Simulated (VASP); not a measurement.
**Ga2O3: single point with PBE**

Crystal: Ga2O3.

```xyz
40
Lattice="-5.0576 -2.9200 4.5409 5.0576 -2.9200 4.5409 0.0000 5.8400 4.5409" Properties=species:S:1:pos:R:3 pbc="T T T"
Ga    0.0000    0.0000    4.8476
Ga    0.0000   -2.9200    9.3885
Ga   -2.5288    1.4600    9.3885
Ga    2.5288    1.4600    9.3885
Ga    0.0000    0.0000    1.9639
Ga    0.0000   -2.9200    6.5048
Ga   -2.5288    1.4600    6.5048
Ga    2.5288    1.4600    6.5048
Ga    0.0000    0.0000    8.7753
Ga    0.0000    2.9200    4.2343
Ga    2.5288   -1.4600    4.2343
Ga   -2.5288   -1.4600    4.2343
Ga    0.0000    0.0000   11.6590
Ga    0.0000    2.9200    7.1180
Ga    2.5288   -1.4600    7.1180
Ga   -2.5288   -1.4600    7.1180
O    -0.9957    1.4600    7.9467
O     4.0619    1.4600    7.9467
O     1.5331    0.0000    3.4057
O     1.5331   -2.9200    7.9467
O    -0.7666   -1.5923    7.9467
O    -0.7666    1.3277    3.4057
O     1.7622    2.7877    7.9467
O    -3.2953    2.7877    7.9467
O     1.7622    0.1323    7.9467
O    -3.2953    0.1323    7.9467
O    -0.7666   -4.2477    7.9467
O    -0.7666   -1.3277    3.4057
O     0.9957   -1.4600    5.6762
O    -4.0619   -1.4600    5.6762
O    -1.5331    0.0000   10.2171
O    -1.5331    2.9200    5.6762
O     0.7666    1.5923    5.6762
O     0.7666   -1.3277   10.2171
O    -1.7622   -2.7877    5.6762
O     3.2953   -2.7877    5.6762
O    -1.7622   -0.1323    5.6762
O     3.2953   -0.1323    5.6762
O     0.7666    4.2477    5.6762
O     0.7666    1.3277   10.2171
```

```
Program             : VASP 6.6.1
Task                : single point
Functional          : PBE
Potentials or basis : VASP PAW PBE potentials, release 64 (Ga_d, O)
Cutoff              : 520 eV
k mesh              : 2 × 2 × 2, shifted
Occupations         : gaussian, width 0.01 eV
Spin                : no spin polarisation
```

```yaml
Pressure: 1.0 GPa
Largest_force: 0.010 eV/Å
Band_gap_on_the_k_mesh: 3.80 eV
```

Forces in eV/Å, atoms in the order of the input:
```
Ga   0.000  0.000  0.010
Ga   0.000  0.000  0.010
Ga   0.000  0.000  0.010
Ga   0.000  0.000  0.010
Ga   0.000  0.000 -0.010
Ga   0.000  0.000 -0.010
Ga   0.000  0.000 -0.010
Ga   0.000  0.000 -0.010
Ga   0.000  0.000 -0.010
Ga   0.000  0.000 -0.010
Ga   0.000  0.000 -0.010
Ga   0.000  0.000 -0.010
Ga   0.000  0.000  0.010
Ga   0.000  0.000  0.010
Ga   0.000  0.000  0.010
Ga   0.000  0.000  0.010
O    0.000  0.000  0.000
O    0.000  0.000  0.000
O    0.000  0.000  0.000
O    0.000  0.000  0.000
O    0.000  0.000  0.000
O    0.000  0.000  0.000
O    0.000  0.000  0.000
O    0.000  0.000  0.000
O    0.000  0.000  0.000
O    0.000  0.000  0.000
O    0.000  0.000  0.000
O    0.000  0.000  0.000
O    0.000  0.000  0.000
O    0.000  0.000  0.000
O    0.000  0.000  0.000
O    0.000  0.000  0.000
O    0.000  0.000  0.000
O    0.000  0.000  0.000
O    0.000  0.000  0.000
O    0.000  0.000  0.000
O    0.000  0.000  0.000
O    0.000  0.000  0.000
O    0.000  0.000  0.000
O    0.000  0.000  0.000
```

Stress tensor (GPa, compression positive):
```
1.05 0.00 0.00
0.00 1.05 0.00
0.00 0.00 0.88
```

Levels at points of the mesh, in eV from the valence-band top:
| k point | band 172 | band 173 | band 174 | band 175 | band 176 | band 177 | band 178 | band 179 | band 180 | band 181 |
| --- | --- | --- | --- | --- | --- | --- | --- | --- | --- | --- |
| (0.25, 0.25, 0.25) | -0.30 | -0.30 | -0.30 | -0.17 | -0.17 | 3.80 | 5.94 | 5.94 | 5.94 | 6.17 |

It took 7.6 min on 1 thread of Intel(R) Xeon(R) Platinum 8259CL CPU @ 2.50GHz (Skylake/Cascade Lake), on a shared host, peak memory 0.46 GiB.

Caveat: a shifted mesh leaves out Γ, where band edges can lie. As with any semilocal functional, this PBE gap is likely too small.
